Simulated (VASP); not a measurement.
# BaAl9Fe2 (P6/mmm) in VASP: relaxation of cell and atoms with LDA

Aim: the relaxation of cell and atoms of BaAl9Fe2 with LDA.

All numbers are computed with VASP 6.6.1; they aren't measurements. Logs are shortened: lines on timing, memory, paths and dates and some standing lists are left out, and cuts for length are marked.

## Step 1: The cell of the first run

The structure is hexagonal, space group P6/mmm (No. 191). The conventional cell has a = 8.002 Å, b = 8.002 Å, c = 3.945 Å, α = 90.00°, β = 90.00°, γ = 120.00°. Within 4.7 Å of Ba (site symmetry 6/mmm) lie 18 Al at 3.59 to 4.00 Å and 2 Ba at 3.95 Å and 6 Fe at 4.62 Å. Within 3.1 Å of Al (site symmetry mmm) lie 2 Fe at 2.31 Å and 8 Al at 2.85 Å. Al (site symmetry mm2) has 2 Fe at 2.55 Å and 8 Al at 2.80 to 3.00 Å within 3.4 Å. Fe (site symmetry -6m2) has 9 Al at 2.31 to 2.55 Å within 3.1 Å.

## Step 2: Relaxation of cell and atoms, LDA

INCAR reads:

```
ALGO     = Normal         # electronic algorithm
EDIFF    = 1E-6           # SCF threshold, eV
EDIFFG   = -0.005         # ionic threshold
ENCUT    = 600            # plane-wave cutoff, eV
IBRION   = 2              # ionic algorithm
ISIF     = 3              # what is computed and relaxed
ISMEAR   = 0              # smearing method
LASPH    = T              # aspherical terms in the spheres
LCHARG   = F              # write CHGCAR
LREAL    = F              # projectors in reciprocal space
LWAVE    = F              # write WAVECAR
NELM     = 100            # most SCF steps
NSW      = 70             # ionic steps
PREC     = Accurate       # precision mode
SIGMA    = 0.1            # smearing width, eV
```

KPOINTS reads:

```
k-points
0
Gamma
  6 6 10
```

POSCAR reads:

```
BaAl9Fe2
1.0
    8.0022823096      0.0000000000      0.0000000000
   -4.0011411548      6.9301797684      0.0000000000
    0.0000000000      0.0000000000      3.9452507915
Ba Al Fe
1 9 2
Direct
    0.0000000000      0.0000000000      0.0000000000
    0.5000000000      0.0000000000      0.0000000000
    0.5000000000      0.5000000000      0.0000000000
    0.0000000000      0.5000000000      0.0000000000
    0.2165612668      0.4331225336      0.5000000000
    0.7834387332      0.2165612668      0.5000000000
    0.4331225336      0.2165612668      0.5000000000
    0.5668774664      0.7834387332      0.5000000000
    0.2165612668      0.7834387332      0.5000000000
    0.7834387332      0.5668774664      0.5000000000
    0.6666666667      0.3333333333      0.0000000000
    0.3333333333      0.6666666667      0.0000000000
```

Potentials or basis: VASP PAW LDA potentials, release 64 (Ba_sv, Al, Fe).

On the command line:

```console
> cat potpaw_LDA.64/Ba_sv/POTCAR potpaw_LDA.64/Al/POTCAR potpaw_LDA.64/Fe/POTCAR > POTCAR
> mpirun -np 1 vasp_std > vasp.out
```

OUTCAR:

```text
EDIFF = 1E-6
   EDIFFG = -0.005
   ENCUT = 600
   IBRION = 2
   ISIF = 3
   ISMEAR = 0
   LASPH = T
   LREAL = F
   NELM = 100
   NSW = 70
   PREC = Accurate

 ion  position               nearest neighbor table
   1  0.000  0.000  0.000-   6 3.59   7 3.59   8 3.59   9 3.59   6 3.59   7 3.59   8 3.59   9 3.59
                            10 3.59   5 3.59   5 3.59  10 3.59   2 4.00   2 4.00   4 4.00   4 4.00
   2  0.500  0.000  0.000-  11 2.31  12 2.31   8 2.85   9 2.85   6 2.85   7 2.85   6 2.85   7 2.85
                             8 2.85   9 2.85   1 4.00   1 4.00
   3  0.500  0.500  0.000-  11 2.31  12 2.31   5 2.85  10 2.85   5 2.85  10 2.85   8 2.85   7 2.85
                             8 2.85   7 2.85   1 4.00   1 4.00
   4  0.000  0.500  0.000-  11 2.31  12 2.31   5 2.85  10 2.85   5 2.85  10 2.85   9 2.85   6 2.85
                             9 2.85   6 2.85   1 4.00   1 4.00
   5  0.217  0.433  0.500-  12 2.55  12 2.55   8 2.80   9 2.80   3 2.85   3 2.85   4 2.85   4 2.85
                             6 3.00   7 3.00   1 3.59   1 3.59
   6  0.783  0.217  0.500-  11 2.55  11 2.55   7 2.80  10 2.80   2 2.85   2 2.85   4 2.85   4 2.85
                             5 3.00   8 3.00   1 3.59   1 3.59
   7  0.433  0.217  0.500-  11 2.55  11 2.55   6 2.80  10 2.80   2 2.85   2 2.85   3 2.85   3 2.85
                             5 3.00   9 3.00   1 3.59   1 3.59
   8  0.567  0.783  0.500-  12 2.55  12 2.55   9 2.80   5 2.80   2 2.85   2 2.85   3 2.85   3 2.85
                            10 3.00   6 3.00   1 3.59   1 3.59
   9  0.217  0.783  0.500-  12 2.55  12 2.55   8 2.80   5 2.80   2 2.85   2 2.85   4 2.85   4 2.85
                            10 3.00   7 3.00   1 3.59   1 3.59
  10  0.783  0.567  0.500-  11 2.55  11 2.55   6 2.80   7 2.80   3 2.85   3 2.85   4 2.85   4 2.85
                             8 3.00   9 3.00   1 3.59   1 3.59
  11  0.667  0.333  0.000-   4 2.31   2 2.31   3 2.31   6 2.55   6 2.55   7 2.55   7 2.55  10 2.55
                            10 2.55
  12  0.333  0.667  0.000-   4 2.31   2 2.31   3 2.31   9 2.55   9 2.55   8 2.55   8 2.55   5 2.55
                             5 2.55

  LATTYP: Found a hexagonal cell.
 ALAT       =     8.0022823096
 C/A-ratio  =     0.4930156971

  Lattice vectors:

 A1 = (   8.0022823096,   0.0000000000,   0.0000000000)
 A2 = (  -4.0011411548,   6.9301797684,   0.0000000000)
 A3 = (   0.0000000000,   0.0000000000,   3.9452507915)

Analysis of symmetry for initial positions (statically):
=====================================================================
 Subroutine PRICEL returns:
 Original cell was already a primitive cell.

 Routine SETGRP: Setting up the symmetry group for a
 hexagonal supercell.

 Subroutine GETGRP returns: Found 24 space group operations
 (whereof 24 operations were pure point group operations)
 out of a pool of 24 trial point group operations.

The static configuration has the point symmetry D_6h.

Analysis of symmetry for dynamics (positions and initial velocities):
=====================================================================
 Subroutine PRICEL returns:
 Original cell was already a primitive cell.

 Routine SETGRP: Setting up the symmetry group for a
 hexagonal supercell.

 Subroutine GETGRP returns: Found 24 space group operations
 (whereof 24 operations were pure point group operations)
 out of a pool of 24 trial point group operations.

The dynamic configuration has the point symmetry D_6h.

 Subroutine INISYM returns: Found 24 space group operations
 (whereof 24 operations are pure point group operations),
 and found     1 'primitive' translations

----------------------------------------------------------------------------------------

                                     Primitive cell

  volume of cell :     218.7928

  direct lattice vectors                    reciprocal lattice vectors
     8.002282310  0.000000000  0.000000000     0.124964349  0.072148201  0.000000000
    -4.001141155  6.930179768  0.000000000     0.000000000  0.144296401  0.000000000
     0.000000000  0.000000000  3.945250791     0.000000000  0.000000000  0.253469311

  length of vectors
     8.002282310  8.002282310  3.945250791     0.144296401  0.144296401  0.253469311

  position of ions in fractional coordinates (direct lattice)
     0.000000000  0.000000000  0.000000000
     0.500000000  0.000000000  0.000000000
     0.500000000  0.500000000  0.000000000
     0.000000000  0.500000000  0.000000000
     0.216561267  0.433122534  0.500000000
     0.783438733  0.216561267  0.500000000
     0.433122534  0.216561267  0.500000000
     0.566877466  0.783438733  0.500000000
     0.216561267  0.783438733  0.500000000
     0.783438733  0.566877466  0.500000000
     0.666666667  0.333333333  0.000000000
     0.333333333  0.666666667  0.000000000

  ion indices of the primitive-cell ions
   primitive index   ion index
                 1           1
                 2           2
                 3           3
                 4           4
                 5           5
                 6           6
                 7           7
                 8           8
                 9           9
                10          10
                11          11
                12          12

----------------------------------------------------------------------------------------

 KPOINTS: k-points

Automatic generation of k-mesh.
 Grid dimensions read from file:
 generate k-points for:    6    6   10

 Generating k-lattice:

  Cartesian coordinates                     Fractional coordinates (reciprocal lattice)
     0.020827392  0.012024700  0.000000000     0.166666667  0.000000000  0.000000000
     0.000000000  0.024049400  0.000000000     0.000000000  0.166666667  0.000000000
     0.000000000  0.000000000  0.025346931     0.000000000  0.000000000  0.100000000

  Length of vectors
     0.024049400  0.024049400  0.025346931

  Shift w.r.t. Gamma in fractional coordinates (k-lattice)
     0.000000000  0.000000000  0.000000000

 Subroutine IBZKPT returns following result:
 ===========================================

 Found     42 irreducible k-points:

 Following reciprocal coordinates:
            Coordinates               Weight
  0.000000  0.000000  0.000000      1.000000
  0.166667 -0.000000  0.000000      6.000000
  0.333333 -0.000000  0.000000      6.000000
  0.500000 -0.000000  0.000000      3.000000
  0.166667  0.166667  0.000000      6.000000
  0.333333  0.166667  0.000000     12.000000
[... 16 lines left out ...]
  0.166667 -0.000000  0.300000     12.000000
  0.333333 -0.000000  0.300000     12.000000
 [... further k-points ...]
   k-points           NKPTS =     42   k-points in BZ     NKDIM =     42   number of bands    NBANDS=     33
   number of dos      NEDOS =    301   number of ions     NIONS =     12
   total plane-waves  NPLWV = 131072
   dimension x,y,z NGX =    64 NGY =   64 NGZ =   32
   dimension x,y,z NGXF=   128 NGYF=  128 NGZF=   64
   ions per type =               1   9   2
   NGX,Y,Z   is equivalent  to a cutoff of  13.30, 13.30, 13.48 a.u.
   NGXF,Y,Z  is equivalent  to a cutoff of  26.59, 26.59, 26.97 a.u.
 SYSTEM =  unknown system
   PREC   = accura    normal or accurate (medium, high low for compatibility)
   ISTART =      0    job   : 0-new  1-cont  2-samecut
   ICHARG =      2    charge: 1-file 2-atom 10-const
   ISPIN  =      1    spin polarized calculation?
   LNONCOLLINEAR =      F non collinear calculations
   LSORBIT =      F    spin-orbit coupling
   LASPH  =      T    aspherical Exc in radial PAW
   ENCUT  =  600.0 eV  44.10 Ry    6.64 a.u.  15.98 15.98  7.88*2*pi/ulx,y,z
   NELM   =    100;   NELMIN=  2; NELMDL= -5     # of ELM steps
   EDIFF  = 0.1E-05   stopping-criterion for ELM
   LREAL  =      F    real-space projection
   EDIFFG = -.5E-02   stopping-criterion for IOM
   NSW    =     70    number of steps for IOM
   IBRION =      2    ionic relax: 0-MD 1-quasi-New 2-CG
   NFREE  =      1    steps in history (QN), initial steepest desc. (CG)
   ISIF   =      3    stress and relaxation
   ISYM   =      2    0-nonsym 1-usesym 2-fastsym
   POTIM  = 0.5000    time-step for ionic-motion
   TEBEG  =    0.0;   TEEND  =   0.0 temperature during run
   PSTRESS=    0.0 pullay stress
   NELECT =      53.0000    total number of electrons
   NUPDOWN=      -1.0000    fix difference up-down
   EMIN   =  10.00;   EMAX   =-10.00  energy-range for DOS
   EFERMI =   0.00;   METHOD = LEGACY
   ISMEAR =     0;   SIGMA  =   0.10  broadening in eV -4-tet -1-fermi 0-gaus
   EFERMI_NEDOS =   21; number of points for ismear=-14 and -15
   IALGO  =     38    algorithm
   IMIX   =      4    mixing-type and parameters
     AMIX     =   0.40;   BMIX     =  1.00
     AMIX_MAG =   1.60;   BMIX_MAG =  1.00
  volume/ion in A,a.u.               =      18.23       123.04
  Fermi-wavevector in a.u.,A,eV,Ry     =   1.020522  1.928507 14.169999  1.041466
  Thomas-Fermi vector in A             =   2.154096
   LORBIT       =      0    0 simple, 1 ext, 2 COOP (PROOUT), +10 PAW based schemes
   GGA     = CA    functional components
   LHFCALC =     F    Hartree Fock is set to
   AEXX    =    0.0000 exact exchange contribution
   IVDW    =     0    specifies the selected vdW correction
   LEPSILON=     F    determine dielectric tensor
   LRPA    =     F    only Hartree local field effects (RPA)
 conjugate gradient relaxation of ions
 non-spin polarized calculation
 Gauss-broadening in eV      SIGMA  =   0.10
  energy-cutoff  :      600.00
  volume of cell :      218.79
 maximum number of plane-waves:      7348
 NGX is ok and might be reduce to    64
   NGX = 31   NGY = 31   NGZ = 15

--------------------------------------- Ionic step        1  -------------------------------------------

 number of electron      53.0000012 magnetization

 Free energy of the ion-electron system (eV)
  ---------------------------------------------------
  ext. energy  EPLUGINS =         0.00000000
  ---------------------------------------------------
  free energy    TOTEN  =       -62.82848370 eV

  energy without entropy =      -62.79381572  energy(sigma->0) =      -62.81114971

------------------------ aborting loop because EDIFF is reached ----------------------------------------

  FORCE on cell =-STRESS in cart. coord.  units (eV):
  Direction    XX          YY          ZZ          XY          YZ          ZX
  --------------------------------------------------------------------------------------
  -------------------------------------------------------------------------------------
  Total       -6.1727058     -6.1727058     -6.2899707      0.0000000      0.0000000      0.0000000
  in kB      -45.2015342    -45.2015342    -46.0602424      0.0000000      0.0000000      0.0000000
  external PRESSURE =     -45.4877703 kB  Pullay stress =       0.0000000 kB
[... 353 lines left out ...]
  energy  without entropy=      -62.9553880472  energy(sigma->0) =      -62.97240121

--------------------------------------- Ionic step        9  -------------------------------------------

 number of electron      52.9999992 magnetization

 Free energy of the ion-electron system (eV)
  ---------------------------------------------------
  ext. energy  EPLUGINS =         0.00000000
  ---------------------------------------------------
  free energy    TOTEN  =       -62.98940520 eV

  energy without entropy =      -62.95538540  energy(sigma->0) =      -62.97239530

 E-fermi :   6.2872     XC(G=0): -10.4454

 val. band max:        6.2775086573   @ k =   0.5000  -0.0000   0.3000
 cond. band min:       6.2886646258   @ k =   0.1667  -0.0000   0.1000
 fundamental gap:      0.0111559685
 Fermi energy:         6.2872085739

 k-point     1 :       0.0000    0.0000    0.0000
  band No.  band energies     occupation
      1     -21.4341      2.00000
      2      -6.8710      2.00000
      3      -6.8710      2.00000
      4      -6.2847      2.00000
      5      -3.7208      2.00000
      6      -1.2728      2.00000
[... 853 lines left out ...]
     32       8.3514      0.00000
     33       8.5878      0.00000

 [... further k-points ...]

------------------------ aborting loop because EDIFF is reached ----------------------------------------

  FORCE on cell =-STRESS in cart. coord.  units (eV):
  Direction    XX          YY          ZZ          XY          YZ          ZX
  --------------------------------------------------------------------------------------
  -------------------------------------------------------------------------------------
  Total        0.0158906      0.0158906      0.0058506      0.0000000      0.0000000      0.0000000
  in kB        0.1224905      0.1224905      0.0450984      0.0000000      0.0000000      0.0000000
  external PRESSURE =       0.0966931 kB  Pullay stress =       0.0000000 kB
[... 27 lines left out ...]
  FREE ENERGIE OF THE ION-ELECTRON SYSTEM (eV)
  ---------------------------------------------------
  free  energy   TOTEN  =       -62.9894051951 eV

  energy  without entropy=      -62.9553853982  energy(sigma->0) =      -62.97239530

 reached required accuracy - stopping structural energy minimisation
```

Wall time 26 min (1 thread of Intel Xeon Platinum 8488C (Sapphire Rapids), shared host); peak memory 0.55 GiB.

What came out:

| Item | Value |
| --- | --- |
| Free energy | -62.9894 eV |
| Relaxed volume | 17.32 Å³/atom |
| Relaxed cell | a = 7.871 Å, b = 7.871 Å, c = 3.874 Å, α = 90.00°, β = 90.00°, γ = 120.00° |
| Space group after relaxing (to 0.05 Å) | P6/mmm (No. 191) |
| Energy gained by relaxing | 13.4 meV/atom |
| Ionic steps | 9 |
| Pressure after relaxing | 0.0 GPa |
| Largest force after relaxing | 0.004 eV/Å |

Forces on the atoms (eV/Å):
```
Ba   0.000  0.000  0.000
Al   0.000  0.000  0.000
Al   0.000  0.000  0.000
Al   0.000  0.000  0.000
Al   0.000 -0.004  0.000
Al   0.003 -0.002  0.000
Al  -0.003 -0.002  0.000
Al   0.003  0.002  0.000
Al  -0.003  0.002  0.000
Al   0.000  0.004  0.000
Fe   0.000  0.000  0.000
Fe   0.000  0.000  0.000
```

The path:
```tsv
step	energy change (eV)	largest force (eV/Å)	pressure (GPa)	volume (Å³)
1	0.0000	0.2081	-4.55	218.79
2	-0.1113	0.2055	2.80	202.81
3	-0.1600	0.0470	-0.04	208.27
4	-0.1599	0.0521	0.05	208.06
5	-0.1605	0.0356	0.08	207.94
6	-0.1609	0.0066	0.08	207.74
7	-0.1609	0.0033	-0.08	208.09
8	-0.1609	0.0019	-0.06	207.93
9	-0.1609	0.0037	0.01	207.85
```

Final structure:
```xyz
12
Lattice="7.8713 0.0000 0.0000 -3.9356 6.8167 0.0000 0.0000 0.0000 3.8737" Properties=species:S:1:pos:R:3 pbc="T T T"
Ba    0.0000    0.0000    0.0000
Al    3.9356    0.0000    0.0000
Al    1.9678    3.4084    0.0000
Al   -1.9678    3.4084    0.0000
Al    0.0000    2.9529    1.9368
Al    5.3140    1.4764    1.9368
Al    2.5573    1.4764    1.9368
Al    1.3784    5.3403    1.9368
Al   -1.3784    5.3403    1.9368
Al    3.9356    3.8639    1.9368
Fe    3.9356    2.2722    0.0000
Fe    0.0000    4.5445    0.0000
```

Levels at points of the mesh, in eV from the Fermi level:
```
           k point  band 23  band 24  band 25  band 26  band 27  band 28  band 29  band 30
(0.00, 0.00, 0.00)    -0.94     0.32     0.32     0.94     0.94     1.19     1.26     1.89
(0.50, 0.00, 0.00)    -0.52    -0.45    -0.33    -0.05     0.17     1.14     1.75     2.01
(0.00, 0.00, 0.50)    -1.14    -0.66    -0.61    -0.36    -0.36     0.88     1.17     1.84
(0.50, 0.00, 0.50)    -1.14    -0.65    -0.63    -0.62    -0.57    -0.47     1.01     1.17
```

Caveat: spin-orbit coupling is left out, which moves the levels of the heavy elements.
